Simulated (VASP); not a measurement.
# TmH (Fm-3m) in VASP: further runs, part 3 of 3

VASP 6.6.1. Earlier steps stand in the parts before.

**5. Relaxation of cell and atoms, PBE**

This run uses another cell than the first one, of 14.05 Å³/atom.

Input file INCAR:

```
PREC = Accurate ; ENCUT = 500
EDIFF = 1E-7 ; ISMEAR = 0
SIGMA = 0.1 ; LREAL = False
LASPH = True ; NELM = 200
ALGO = Normal ; ISIF = 3
LWAVE = False ; LCHARG = False
GGA = PE ; IBRION = 2
NSW = 100 ; EDIFFG = -0.01
GGA_COMPAT = False ; NELMIN = 4
LMAXMIX = 6
```

Input file KPOINTS:

```
regular mesh
0
Gamma
  20 20 20
```

Input file POSCAR:

```
TmH
1.0
    0.0000000000      2.4129779991      2.4129779991
    2.4129779991      0.0000000000      2.4129779991
    2.4129779991      2.4129779991      0.0000000000
Tm H
1 1
Direct
    0.5000000000      0.5000000000      0.5000000000
    0.0000000000      0.0000000000      0.0000000000
```

Potentials or basis: VASP PAW PBE potentials, release 64 (Tm_3, H), 4f in core.

On the command line:

```bash
$ cat potpaw_PBE.64/Tm_3/POTCAR potpaw_PBE.64/H/POTCAR > POTCAR
$ mpirun -np 1 vasp_std > vasp.out
```

OUTCAR:

```text
PREC = Accurate
   ENCUT = 500
   EDIFF = 1E-7
   ISMEAR = 0
   LREAL = False
   LASPH = True
   NELM = 200
   ISIF = 3
   GGA = PE
   IBRION = 2
   NSW = 100
   EDIFFG = -0.01
   NELMIN = 4

 ion  position               nearest neighbor table
   1  0.500  0.500  0.500-
   2  0.000  0.000  0.000-

  LATTYP: Found a face centered cubic cell.
 ALAT       =     4.8259559982

  Lattice vectors:

 A1 = (   0.0000000000,   2.4129779991,   2.4129779991)
 A2 = (   2.4129779991,   0.0000000000,   2.4129779991)
 A3 = (   2.4129779991,   2.4129779991,   0.0000000000)

Analysis of symmetry for initial positions (statically):
=====================================================================
 Subroutine PRICEL returns:
 Original cell was already a primitive cell.

 Routine SETGRP: Setting up the symmetry group for a
 face centered cubic supercell.

 Subroutine GETGRP returns: Found 48 space group operations
 (whereof 48 operations were pure point group operations)
 out of a pool of 48 trial point group operations.

The static configuration has the point symmetry O_h .

Analysis of symmetry for dynamics (positions and initial velocities):
=====================================================================
 Subroutine PRICEL returns:
 Original cell was already a primitive cell.

 Routine SETGRP: Setting up the symmetry group for a
 face centered cubic supercell.

 Subroutine GETGRP returns: Found 48 space group operations
 (whereof 48 operations were pure point group operations)
 out of a pool of 48 trial point group operations.

The dynamic configuration has the point symmetry O_h .

[... 171 lines left out ...]
      2.41298      2.41298      2.41298        -0.000000      0.000000      0.000000
      0.00000      0.00000      0.00000         0.000000     -0.000000     -0.000000
 -----------------------------------------------------------------------------------
    total drift:                                0.000000      0.000000      0.000000

  FREE ENERGIE OF THE ION-ELECTRON SYSTEM (eV)
  ---------------------------------------------------
  free  energy   TOTEN  =        -8.4918942609 eV

  energy  without entropy=       -8.4854329959  energy(sigma->0) =       -8.48866363

--------------------------------------- Ionic step        2  -------------------------------------------

 number of electron      10.0000002 magnetization

 Free energy of the ion-electron system (eV)
  ---------------------------------------------------
  ext. energy  EPLUGINS =         0.00000000
  ---------------------------------------------------
  free energy    TOTEN  =        -8.49260252 eV

  energy without entropy =       -8.48590283  energy(sigma->0) =       -8.48925268

 E-fermi :   4.0092     XC(G=0): -10.6067

 val. band max:        4.0079985216   @ k =   0.4000   0.2500   0.1000
 cond. band min:       4.0453025548   @ k =   0.3000   0.2000   0.0500
 fundamental gap:      0.0373040333
 Fermi energy:         4.0092374136

 k-point     1 :       0.0000    0.0000    0.0000
  band No.  band energies     occupation
      1     -21.0421      2.00000
      2     -21.0421      2.00000
      3     -21.0421      2.00000
      4      -4.6117      2.00000
      5       5.8445      0.00000
      6       5.8445      0.00000
      7       5.8445      0.00000
      8       8.3123      0.00000
      9       8.3123      0.00000
[... 265 lines left out ...]
 k-point    24 :      -0.3500    0.0500    0.0000
  band No.  band energies     occupation
      1     -21.6587      2.00000
      2     -21.1374      2.00000
      3     -21.1131      2.00000
      4      -1.7159      2.00000
      5       2.1844      2.00000
      6       5.4015      0.00000
      7       5.5494      0.00000
      8       9.0127      0.00000
      9       9.0666      0.00000

 [... further k-points ...]

------------------------ aborting loop because EDIFF is reached ----------------------------------------

  FORCE on cell =-STRESS in cart. coord.  units (eV):
  Direction    XX          YY          ZZ          XY          YZ          ZX
  --------------------------------------------------------------------------------------
  -------------------------------------------------------------------------------------
  Total        0.0137089      0.0137089      0.0137089      0.0000000      0.0000000     -0.0000000
  in kB        0.7741430      0.7741430      0.7741430      0.0000000      0.0000000     -0.0000000
  external PRESSURE =       0.7741430 kB  Pullay stress =       0.0000000 kB

 VOLUME and BASIS-vectors are now :
 -----------------------------------------------------------------------------
  energy-cutoff  :      500.00
  volume of cell :       28.37
      direct lattice vectors                 reciprocal lattice vectors
     0.000000000  2.420773403  2.420773403    -0.206545561  0.206545561  0.206545561
     2.420773403  0.000000000  2.420773403     0.206545561 -0.206545561  0.206545561
     2.420773403  2.420773403  0.000000000     0.206545561  0.206545561 -0.206545561

 POSITION                                       TOTAL-FORCE (eV/Angst)
 -----------------------------------------------------------------------------------
      2.42077      2.42077      2.42077         0.000000     -0.000000      0.000000
      2.42077      2.42077      4.84155        -0.000000      0.000000     -0.000000
 -----------------------------------------------------------------------------------
    total drift:                                0.000000      0.000000      0.000000

  FREE ENERGIE OF THE ION-ELECTRON SYSTEM (eV)
  ---------------------------------------------------
  free  energy   TOTEN  =        -8.4926025215 eV

  energy  without entropy=       -8.4859028326  energy(sigma->0) =       -8.48925268

 reached required accuracy - stopping structural energy minimisation
```

OSZICAR:

```text
N       E                     dE             d eps       ncg     rms          rms(c)
DAV:   1     0.834134930397E+01    0.83413E+01   -0.46003E+03  4608   0.982E+02
DAV:   2    -0.812308502212E+01   -0.16464E+02   -0.15976E+02  5336   0.160E+02
DAV:   3    -0.864194656302E+01   -0.51886E+00   -0.49266E+00  6875   0.212E+01
[... 14 lines left out ...]
DAV:   2    -0.849341983607E+01    0.22750E-02   -0.31361E-03  6839   0.680E-01    0.188E-01
DAV:   3    -0.849260199096E+01    0.81785E-03   -0.24816E-03  7361   0.587E-01    0.927E-02
DAV:   4    -0.849260492947E+01   -0.29385E-05   -0.10937E-04  5148   0.847E-02    0.965E-03
DAV:   5    -0.849260226483E+01    0.26646E-05   -0.11133E-05  7681   0.411E-02    0.849E-03
DAV:   6    -0.849260258893E+01   -0.32409E-06   -0.11961E-06  7523   0.913E-03    0.168E-03
DAV:   7    -0.849260252152E+01    0.67411E-07   -0.68951E-08  3022   0.270E-03
   2 F= -.84926025E+01 E0= -.84892527E+01  d E =-.708261E-03
```

CONTCAR:

```text
TmH
   1.00000000000000
     0.0000000000000000    2.4207734031221597    2.4207734031221597
     2.4207734031221597    0.0000000000000000    2.4207734031221597
     2.4207734031221597    2.4207734031221597    0.0000000000000000
  Tm              H
     1     1
Direct
     0.5000000000000000    0.5000000000000000    0.5000000000000000
     1.0000000000000000    1.0000000000000000    0.0000000000000000

  0.00000000E+00  0.00000000E+00  0.00000000E+00
  0.00000000E+00  0.00000000E+00  0.00000000E+00
```

Run time: 3 min. Hardware: 1 thread of Intel Xeon Platinum 8259CL at 2.50GHz (Skylake/Cascade Lake), shared host; peak memory 0.22 GiB.

Results:

```yaml
Free_energy: -8.4926 eV
Relaxed_volume: 14.19 Å³/atom
Relaxed_cell: a = 3.423 Å, b = 3.423 Å, c = 3.423 Å, α = 60.00°, β = 60.00°, γ = 60.00°
Space_group_after_relaxing_to_0.1_Å: Fm-3m (No. 225)
Energy_gained_by_relaxing: 0.4 meV/atom
Ionic_steps: 2
Pressure_after_relaxing: 0.1 GPa
Band_gap_on_the_k_mesh: zero (bands 5 and 6 overlap by 2.27 eV)
```

Step by step:
| step | energy change (eV) | largest force (eV/Å) | pressure (GPa) | volume (Å³) |
| --- | --- | --- | --- | --- |
| 1 | 0.0000 | 0.0000 | 0.76 | 28.10 |
| 2 | -0.0007 | 0.0000 | 0.08 | 28.37 |

Final structure:
```
Tm H
1.0
     0.00000    2.42077    2.42077
     2.42077    0.00000    2.42077
     2.42077    2.42077    0.00000
Tm H
1 1
Direct
  0.50000 0.50000 0.50000
  0.00000 0.00000 0.00000
```

Levels at points of the mesh, in eV from the Fermi level:
```csv
k point,band 2,band 3,band 4,band 5,band 6,band 7,band 8,band 9
"(0.00, 0.00, 0.00)",-25.05,-25.05,-8.62,1.84,1.84,1.84,4.30,4.30
"(0.50, 0.00, 0.00)",-25.14,-25.14,-4.50,-3.16,1.26,1.26,6.16,6.25
"(0.50, 0.50, 0.00)",-25.30,-25.30,-6.42,-1.38,1.72,6.25,6.95,6.95
```

Caveat: spin-orbit coupling is left out, which moves the levels of the heavy elements; the 4f electrons are frozen in the core, so they carry no moment and show no levels. Spin polarisation is off, so any magnetic state and its effect on volume and gap are missing.

**6. Overview**

| task | cell | k mesh | gap on the mesh (eV) | pressure (GPa) | relaxed volume (Å³/atom) |
| --- | --- | --- | --- | --- | --- |
| relaxation of cell and atoms | relaxed from a = 3.672 Å, angles 60.0°, 2 atoms | 6 × 6 × 6 | none | -0.3 | 14.23 |
| single point | a = 3.414 Å, angles 60.0°, 2 atoms | 20 × 20 × 20 | none | 0.7 | - |
| relaxation of cell and atoms | relaxed from a = 3.412 Å, angles 60.0°, 2 atoms | 20 × 20 × 20 | none | 0.1 | 14.19 |

Alike in all rows: level PBE; potentials or basis VASP PAW PBE potentials, release 64 (Tm_3, H), 4f in core; no spin polarisation; cutoff (eV) 500; smearing gaussian 0.1 eV.

Caveats: spin-orbit coupling is left out, which moves the levels of the heavy elements; the 4f electrons are frozen in the core, so they carry no moment and show no levels; the volume moved by over 15 % at a fixed basis, so the end points are rough (at least some runs).

Absolute energies hang on the potentials; compare differences alone.

The gap in the log of VASP goes by the Fermi energy; the results here count the filled bands.